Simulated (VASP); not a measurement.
# AlCo (R3m) in VASP: a series of runs

AlCo is run at these levels: PBE, PBE+D3(BJ); tasks: single point.

All numbers are computed with VASP 6.6.1; they aren't measurements. Logs are shortened: lines on timing, memory, paths and dates and some standing lists are left out, and cuts for length are marked.

**1. The cell of the first run**

Symmetry: R3m, No. 160, trigonal system. The conventional cell has a = 4.033 Å, b = 4.033 Å, c = 4.940 Å, α = 90.00°, β = 90.00°, γ = 120.00°. Within 3.2 Å of Al (site symmetry 3m) lie 8 Co at 2.43 to 2.51 Å and 6 Al at 2.85 Å. Co (site symmetry 3m) has 8 Al at 2.43 to 2.51 Å and 6 Co at 2.85 Å within 3.2 Å.

**2. Single point, PBE**

The input, INCAR:

```
SYSTEM = AlCo
  PREC = Accurate
  ENCUT = 520
  EDIFF = 1E-6
  ISMEAR = 0
  SIGMA = 0.15
  LREAL = .FALSE.
  LASPH = .TRUE.
  NELM = 60
  ALGO = Fast
  ISIF = 2
  LWAVE = .FALSE.
  LCHARG = .FALSE.
  GGA = PE
  NBANDS = 13
```

The input, KPOINTS:

```
regular mesh
0
G
  22 22 22
  0 0 0
```

The input, POSCAR:

```
AlCo
1.0
    2.8519024094      0.0000000000      0.0000000000
    0.0000000000      2.8519024094      0.0000000000
    0.0000000000      0.0000000000      2.8519024094
Al Co
1 1
Direct
    0.0000000000      0.0000000000      0.0000000000
    0.4924083534      0.4924083534      0.4924083534
```

Potentials or basis: VASP PAW PBE potentials, release 64 (Al, Co).

Command:

```sh
cat potpaw_PBE.64/Al/POTCAR potpaw_PBE.64/Co/POTCAR > POTCAR
mpirun -np 1 vasp_std > vasp.out
```

OUTCAR:

```text
SYSTEM = AlCo
   PREC = Accurate
   ENCUT = 520
   EDIFF = 1E-6
   ISMEAR = 0
   LREAL = .FALSE.
   LASPH = .TRUE.
   NELM = 60
   ISIF = 2
   GGA = PE

 ion  position               nearest neighbor table
   1  0.000  0.000  0.000-   2 2.43   2 2.46   2 2.46   2 2.46   2 2.48   2 2.48   2 2.48   2 2.51

   2  0.492  0.492  0.492-   1 2.43   1 2.46   1 2.46   1 2.46   1 2.48   1 2.48   1 2.48   1 2.51

  LATTYP: Found a simple cubic cell.
 ALAT       =     2.8519024094

  Lattice vectors:

 A1 = (   2.8519024094,   0.0000000000,   0.0000000000)
 A2 = (   0.0000000000,   2.8519024094,   0.0000000000)
 A3 = (   0.0000000000,   0.0000000000,   2.8519024094)

Analysis of symmetry for initial positions (statically):
=====================================================================
 Subroutine PRICEL returns:
 Original cell was already a primitive cell.

 Routine SETGRP: Setting up the symmetry group for a
 simple cubic supercell.

 Subroutine GETGRP returns: Found  6 space group operations
 (whereof  6 operations were pure point group operations)
 out of a pool of 48 trial point group operations.

The static configuration has the point symmetry C_3v.

Analysis of symmetry for dynamics (positions and initial velocities):
=====================================================================
 Subroutine PRICEL returns:
 Original cell was already a primitive cell.

 Routine SETGRP: Setting up the symmetry group for a
 simple cubic supercell.

 Subroutine GETGRP returns: Found  6 space group operations
 (whereof  6 operations were pure point group operations)
 out of a pool of 48 trial point group operations.

The dynamic configuration has the point symmetry C_3v.

 Subroutine INISYM returns: Found  6 space group operations
 (whereof  6 operations are pure point group operations),
 and found     1 'primitive' translations

----------------------------------------------------------------------------------------

                                     Primitive cell

  volume of cell :      23.1955

  direct lattice vectors                    reciprocal lattice vectors
     2.851902409  0.000000000  0.000000000     0.350643134  0.000000000  0.000000000
     0.000000000  2.851902409  0.000000000     0.000000000  0.350643134  0.000000000
     0.000000000  0.000000000  2.851902409     0.000000000  0.000000000  0.350643134

  length of vectors
     2.851902409  2.851902409  2.851902409     0.350643134  0.350643134  0.350643134

  position of ions in fractional coordinates (direct lattice)
[... 90 lines left out ...]
   NELECT =      12.0000    total number of electrons
   NUPDOWN=      -1.0000    fix difference up-down
   EMIN   =  10.00;   EMAX   =-10.00  energy-range for DOS
   EFERMI =   0.00;   METHOD = LEGACY
   ISMEAR =     0;   SIGMA  =   0.15  broadening in eV -4-tet -1-fermi 0-gaus
   EFERMI_NEDOS =   21; number of points for ismear=-14 and -15
   IALGO  =     68    algorithm
   IMIX   =      4    mixing-type and parameters
     AMIX     =   0.40;   BMIX     =  1.00
     AMIX_MAG =   1.60;   BMIX_MAG =  1.00
  volume/ion in A,a.u.               =      11.60        78.27
  Fermi-wavevector in a.u.,A,eV,Ry     =   1.314218  2.483511 23.499543  1.727168
  Thomas-Fermi vector in A             =   2.444486
   LORBIT       =      0    0 simple, 1 ext, 2 COOP (PROOUT), +10 PAW based schemes
   GGA     = PE    functional components
   LHFCALC =     F    Hartree Fock is set to
   AEXX    =    0.0000 exact exchange contribution
   IVDW    =     0    specifies the selected vdW correction
   LEPSILON=     F    determine dielectric tensor
   LRPA    =     F    only Hartree local field effects (RPA)
 non-spin polarized calculation
 RMM-DIIS sequential band-by-band and
 Gauss-broadening in eV      SIGMA  =   0.15
  energy-cutoff  :      520.00
  volume of cell :       23.20
 maximum number of plane-waves:       640
 NGX is ok and might be reduce to    24
   NGX = 11   NGY = 11   NGZ = 11

 number of electron      12.0000001 magnetization

 Free energy of the ion-electron system (eV)
  ---------------------------------------------------
  ext. energy  EPLUGINS =         0.00000000
  ---------------------------------------------------
  free energy    TOTEN  =       -11.98794781 eV

  energy without entropy =      -11.97850773  energy(sigma->0) =      -11.98322777

 E-fermi :  10.5358     XC(G=0): -12.2551

 val. band max:       10.5275688352   @ k =  -0.4091   0.4545   0.0909
 cond. band min:      10.5593103838   @ k =  -0.3636   0.5000   0.0909
 fundamental gap:      0.0317415486
 Fermi energy:        10.5357754662

 k-point     1 :       0.0000    0.0000    0.0000
  band No.  band energies     occupation
      1      -0.5128      2.00000
      2       7.5958      2.00000
      3       7.5958      2.00000
      4       9.7037      2.00000
      5       9.7062      2.00000
      6       9.7062      2.00000
      7      16.5020      0.00000
      8      16.5020      0.00000
      9      16.5066      0.00000
     10      19.2759      0.00000
     11      19.2759      0.00000
     12      25.6501      0.00000
     13      32.1214      0.00000
[... 354 lines left out ...]
  band No.  band energies     occupation
      1       0.9047      2.00000
      2       6.9891      2.00000
      3       7.9197      2.00000
      4       9.1436      2.00000
      5       9.1729      2.00000
      6       9.7496      2.00000
      7      11.7799      0.00000
      8      17.6354      0.00000
      9      18.3145      0.00000
     10      19.5729      0.00000
     11      23.3902      0.00000
     12      25.7974      0.00000
     13      26.2751      0.00000

 [... further k-points ...]

------------------------ aborting loop because EDIFF is reached ----------------------------------------

  FORCE on cell =-STRESS in cart. coord.  units (eV):
  Direction    XX          YY          ZZ          XY          YZ          ZX
  --------------------------------------------------------------------------------------
  -------------------------------------------------------------------------------------
  Total       -0.0285976     -0.0285976     -0.0285976      0.0115885      0.0115885      0.0115885
  in kB       -1.9753145     -1.9753145     -1.9753145      0.8004507      0.8004507      0.8004507
  external PRESSURE =      -1.9753145 kB  Pullay stress =       0.0000000 kB

 VOLUME and BASIS-vectors are now :
 -----------------------------------------------------------------------------
  energy-cutoff  :      520.00
  volume of cell :       23.20
      direct lattice vectors                 reciprocal lattice vectors
     2.851902409  0.000000000  0.000000000     0.350643134  0.000000000  0.000000000
     0.000000000  2.851902409  0.000000000     0.000000000  0.350643134  0.000000000
     0.000000000  0.000000000  2.851902409     0.000000000  0.000000000  0.350643134

 POSITION                                       TOTAL-FORCE (eV/Angst)
 -----------------------------------------------------------------------------------
      0.00000      0.00000      0.00000        -0.158035     -0.158035     -0.158035
      1.40430      1.40430      1.40430         0.158035      0.158035      0.158035
 -----------------------------------------------------------------------------------
    total drift:                                0.000038      0.000038      0.000034

  FREE ENERGIE OF THE ION-ELECTRON SYSTEM (eV)
  ---------------------------------------------------
  free  energy   TOTEN  =       -11.9879478126 eV

  energy  without entropy=      -11.9785077254  energy(sigma->0) =      -11.98322777
```

OSZICAR:

```text
N       E                     dE             d eps       ncg     rms          rms(c)
DAV:   1     0.362845237395E+02    0.36285E+02   -0.52070E+03 26909   0.972E+02
DAV:   2    -0.120359117134E+02   -0.48320E+02   -0.44073E+02 27959   0.172E+02
DAV:   3    -0.136297953319E+02   -0.15939E+01   -0.15824E+01 32440   0.360E+01
DAV:   4    -0.136541835163E+02   -0.24388E-01   -0.24381E-01 31175   0.404E+00
DAV:   5    -0.136550250887E+02   -0.84157E-03   -0.84155E-03 33318   0.813E-01    0.125E+01
RMM:   6    -0.164655357544E+02   -0.28105E+01   -0.16110E+01 31529   0.517E+01    0.186E+01
RMM:   7    -0.120128438419E+02    0.44527E+01   -0.48719E+00 28474   0.274E+01    0.257E+00
RMM:   8    -0.119982965541E+02    0.14547E-01   -0.34293E-02 29383   0.143E+00    0.107E+00
RMM:   9    -0.120066055186E+02   -0.83090E-02   -0.41146E-02 31611   0.177E+00    0.119E+00
RMM:  10    -0.119879617023E+02    0.18644E-01   -0.17685E-02 31153   0.179E+00    0.130E-01
RMM:  11    -0.119880883087E+02   -0.12661E-03   -0.78863E-04 34677   0.202E-01    0.123E-01
RMM:  12    -0.119879394244E+02    0.14888E-03   -0.32429E-04 37213   0.161E-01    0.189E-02
RMM:  13    -0.119879488262E+02   -0.94018E-05   -0.74471E-05 36687   0.617E-02    0.209E-02
RMM:  14    -0.119879471594E+02    0.16668E-05   -0.13407E-05 37153   0.318E-02    0.238E-03
RMM:  15    -0.119879478126E+02   -0.65322E-06   -0.38870E-06 29487   0.162E-02
   1 F= -.11987948E+02 E0= -.11983228E+02  d E =-.944009E-02
```

It took 2.4 min on 1 thread of Intel Xeon Platinum 8488C (Sapphire Rapids), shared host; peak memory 0.43 GiB.

What came out:

- Free energy: -11.9879 eV
- Pressure: -0.2 GPa
- Largest force: 0.274 eV/Å
- Band gap on the k mesh: zero (bands 6 and 7 overlap by 2.63 eV)

Forces in eV/Å, atoms in the order of the input:
```
Al  -0.158 -0.158 -0.158
Co   0.158  0.158  0.158
```

Levels at points of the mesh, in eV from the Fermi level:
```csv
k point,band 4,band 5,band 6,band 7,band 8,band 9
"(0.00, 0.00, 0.00)",-0.83,-0.83,-0.83,5.97,5.97,5.97
"(0.50, 0.00, 0.00)",-1.70,-1.70,-0.72,0.19,8.41,10.61
"(0.50, 0.50, 0.00)",-2.65,-1.49,-1.49,-0.23,2.43,3.45
"(0.50, 0.50, 0.50)",-0.19,-0.19,2.40,2.40,2.40,4.09
```

Caveat: the cell differs from its parent crystal (all Co atoms moved +0.037 Å, as atom 2 towards its neighbour atom 1 (Al) at 2.470 Å); the run has no spin polarisation, though such a crystal can be magnetic.

**3. Single point, PBE+D3(BJ)**

The input, INCAR:

```
ALGO = Fast
EDIFF = 1E-6
ENCUT = 520
GGA = PE
ISIF = 2
ISMEAR = 0
IVDW = 12
LASPH = True
LCHARG = False
LREAL = False
LWAVE = False
NBANDS = 13
NELM = 60
PREC = Accurate
SIGMA = 0.15
```

The input, KPOINTS:

```
k-points
0
Gamma
  22 22 22
```

POSCAR, as its differences from that of step 2:

```diff
@@ -9,2 +9,2 @@
     0.0000000000      0.0000000000      0.0000000000
-    0.4924083534      0.4924083534      0.4924083534
+    0.5101221954      0.5101221954      0.5101221954
```

Potentials or basis: VASP PAW PBE potentials, release 64 (Al, Co).

Command:

```sh
cat potpaw_PBE.64/Al/POTCAR potpaw_PBE.64/Co/POTCAR > POTCAR
mpirun -np 1 vasp_std > vasp.out
```

OUTCAR:

```text
EDIFF = 1E-6
   ENCUT = 520
   GGA = PE
   ISIF = 2
   ISMEAR = 0
   IVDW = 12
   LASPH = True
   LREAL = False
   NELM = 60
   PREC = Accurate
 IVDW          = 12

 ion  position               nearest neighbor table
   1  0.000  0.000  0.000-   2 2.42   2 2.45   2 2.45   2 2.45   2 2.49   2 2.49   2 2.49   2 2.52

   2  0.510  0.510  0.510-   1 2.42   1 2.45   1 2.45   1 2.45   1 2.49   1 2.49   1 2.49   1 2.52

  LATTYP: Found a simple cubic cell.
 ALAT       =     2.8519024094

  Lattice vectors:

 A1 = (   2.8519024094,   0.0000000000,   0.0000000000)
 A2 = (   0.0000000000,   2.8519024094,   0.0000000000)
 A3 = (   0.0000000000,   0.0000000000,   2.8519024094)

Analysis of symmetry for initial positions (statically):
=====================================================================
 Subroutine PRICEL returns:
 Original cell was already a primitive cell.

 Routine SETGRP: Setting up the symmetry group for a
 simple cubic supercell.

 Subroutine GETGRP returns: Found  6 space group operations
 (whereof  6 operations were pure point group operations)
 out of a pool of 48 trial point group operations.

The static configuration has the point symmetry C_3v.

Analysis of symmetry for dynamics (positions and initial velocities):
=====================================================================
 Subroutine PRICEL returns:
 Original cell was already a primitive cell.

 Routine SETGRP: Setting up the symmetry group for a
 simple cubic supercell.

 Subroutine GETGRP returns: Found  6 space group operations
 (whereof  6 operations were pure point group operations)
 out of a pool of 48 trial point group operations.

The dynamic configuration has the point symmetry C_3v.

 Subroutine INISYM returns: Found  6 space group operations
 (whereof  6 operations are pure point group operations),
 and found     1 'primitive' translations

[... 121 lines left out ...]
   AEXX    =    0.0000 exact exchange contribution
   IVDW    =    12    specifies the selected vdW correction
   LEPSILON=     F    determine dielectric tensor
   LRPA    =     F    only Hartree local field effects (RPA)
 non-spin polarized calculation
 RMM-DIIS sequential band-by-band and
 Gauss-broadening in eV      SIGMA  =   0.15
  energy-cutoff  :      520.00
  volume of cell :       23.20
 maximum number of plane-waves:       640
 NGX is ok and might be reduce to    24
   NGX = 11   NGY = 11   NGZ = 11

 number of electron      12.0000001 magnetization

 Free energy of the ion-electron system (eV)
  ---------------------------------------------------
  ext. energy  EPLUGINS =         0.00000000
  ---------------------------------------------------
  free energy    TOTEN  =       -11.98395391 eV

  energy without entropy =      -11.97451580  energy(sigma->0) =      -11.97923485

 E-fermi :  10.5354     XC(G=0): -12.2548

 val. band max:       10.5272979418   @ k =  -0.4091   0.4545   0.0909
 cond. band min:      10.5588923514   @ k =  -0.3636   0.5000   0.0909
 fundamental gap:      0.0315944096
 Fermi energy:        10.5353578710

 k-point     1 :       0.0000    0.0000    0.0000
  band No.  band energies     occupation
      1      -0.5126      2.00000
      2       7.5946      2.00000
      3       7.5946      2.00000
      4       9.7016      2.00000
      5       9.7060      2.00000
      6       9.7060      2.00000
      7      16.5013      0.00000
      8      16.5013      0.00000
      9      16.5095      0.00000
     10      19.2779      0.00000
     11      19.2779      0.00000
     12      25.6410      0.00000
     13      32.1067      0.00000
[... 354 lines left out ...]
  band No.  band energies     occupation
      1       0.9049      2.00000
      2       6.9885      2.00000
      3       7.9183      2.00000
      4       9.1428      2.00000
      5       9.1723      2.00000
      6       9.7486      2.00000
      7      11.7797      0.00000
      8      17.6360      0.00000
      9      18.3163      0.00000
     10      19.5742      0.00000
     11      23.3873      0.00000
     12      25.7985      0.00000
     13      26.2760      0.00000

 [... further k-points ...]

------------------------ aborting loop because EDIFF is reached ----------------------------------------

 Edisp (eV)   -0.86686

 E8    (eV) :    -0.3851

  FORCE on cell =-STRESS in cart. coord.  units (eV):
  Direction    XX          YY          ZZ          XY          YZ          ZX
  --------------------------------------------------------------------------------------
  -------------------------------------------------------------------------------------
  Total      -0.91939    -0.91939    -0.91939     0.02059     0.02059     0.02059
  in kB     -63.50444   -63.50444   -63.50444     1.42218     1.42218     1.42218
  external pressure =      -63.50 kB  Pullay stress =        0.00 kB

 VOLUME and BASIS-vectors are now :
 -----------------------------------------------------------------------------
  energy-cutoff  :      520.00
  volume of cell :       23.20
      direct lattice vectors                 reciprocal lattice vectors
     2.851902409  0.000000000  0.000000000     0.350643134  0.000000000  0.000000000
     0.000000000  2.851902409  0.000000000     0.000000000  0.350643134  0.000000000
     0.000000000  0.000000000  2.851902409     0.000000000  0.000000000  0.350643134

 POSITION                                       TOTAL-FORCE (eV/Angst)
 -----------------------------------------------------------------------------------
      0.00000      0.00000      0.00000         0.210772      0.210772      0.210772
      1.45482      1.45482      1.45482        -0.210772     -0.210772     -0.210772
 -----------------------------------------------------------------------------------
    total drift:                               -0.000001     -0.000001     -0.000001

  FREE ENERGIE OF THE ION-ELECTRON SYSTEM (eV)
  ---------------------------------------------------
  free  energy   TOTEN  =       -12.8508188707 eV

  energy  without entropy=      -12.8413807598  energy(sigma->0) =      -12.84609982
```

OSZICAR:

```text
N       E                     dE             d eps       ncg     rms          rms(c)
DAV:   1     0.362294491021E+02    0.36229E+02   -0.52084E+03 27000   0.972E+02
DAV:   2    -0.120380655278E+02   -0.48268E+02   -0.43980E+02 27949   0.172E+02
DAV:   3    -0.136250864386E+02   -0.15870E+01   -0.15758E+01 32420   0.359E+01
DAV:   4    -0.136491665811E+02   -0.24080E-01   -0.24073E-01 31276   0.402E+00
DAV:   5    -0.136499956393E+02   -0.82906E-03   -0.82904E-03 33411   0.806E-01    0.125E+01
RMM:   6    -0.164560854268E+02   -0.28061E+01   -0.16097E+01 31533   0.516E+01    0.186E+01
RMM:   7    -0.120089507617E+02    0.44471E+01   -0.48691E+00 28487   0.274E+01    0.257E+00
RMM:   8    -0.119942996765E+02    0.14651E-01   -0.34381E-02 29428   0.143E+00    0.107E+00
RMM:   9    -0.120024793202E+02   -0.81796E-02   -0.40976E-02 31607   0.177E+00    0.119E+00
RMM:  10    -0.119839613993E+02    0.18518E-01   -0.17661E-02 31176   0.179E+00    0.129E-01
RMM:  11    -0.119840913039E+02   -0.12990E-03   -0.79036E-04 34694   0.203E-01    0.123E-01
RMM:  12    -0.119839454614E+02    0.14584E-03   -0.32139E-04 37324   0.160E-01    0.202E-02
RMM:  13    -0.119839549014E+02   -0.94401E-05   -0.72916E-05 36601   0.606E-02    0.199E-02
RMM:  14    -0.119839532084E+02    0.16931E-05   -0.12938E-05 37287   0.313E-02    0.225E-03
RMM:  15    -0.119839539065E+02   -0.69811E-06   -0.37466E-06 29116   0.157E-02
   1 F= -.12850819E+02 E0= -.12846100E+02  d E =-.943811E-02
```

stdout:

```text
POSCAR found type information on POSCAR AlCo
 POSCAR found :  2 types and       2 ions
 scaLAPACK will be used
 LDA part: xc-table for (Slater+PW92), standard interpolation
 POSCAR, INCAR and KPOINTS ok, starting setup
 FFT: planning ... GRIDC
 FFT: planning ... GRID_SOFT
 FFT: planning ... GRID
 WAVECAR not read
 entering main loop
```

Run time: 2.2 min. Hardware: 1 thread of Intel Xeon Platinum 8488C (Sapphire Rapids), shared host; peak memory 0.43 GiB.

What came out:

```
Free energy                : -12.8508 eV
Pressure                   : -6.4 GPa
Largest force              : 0.365 eV/Å
Band gap on the k mesh     : zero (bands 6 and 7 overlap by 2.62 eV)
Dispersion energy per atom : -0.433 eV
```

Forces in eV/Å, atoms in the order of the input:
```
Al   0.211  0.211  0.211
Co  -0.211 -0.211 -0.211
```

Stress tensor (GPa, compression positive):
```
-6.35  0.14  0.14
 0.14 -6.35  0.14
 0.14  0.14 -6.35
```

Caveat: the cell stands under tension; the run has no spin polarisation, though such a crystal can be magnetic.

The gap in the log of VASP goes by the Fermi energy; the results here count the filled bands.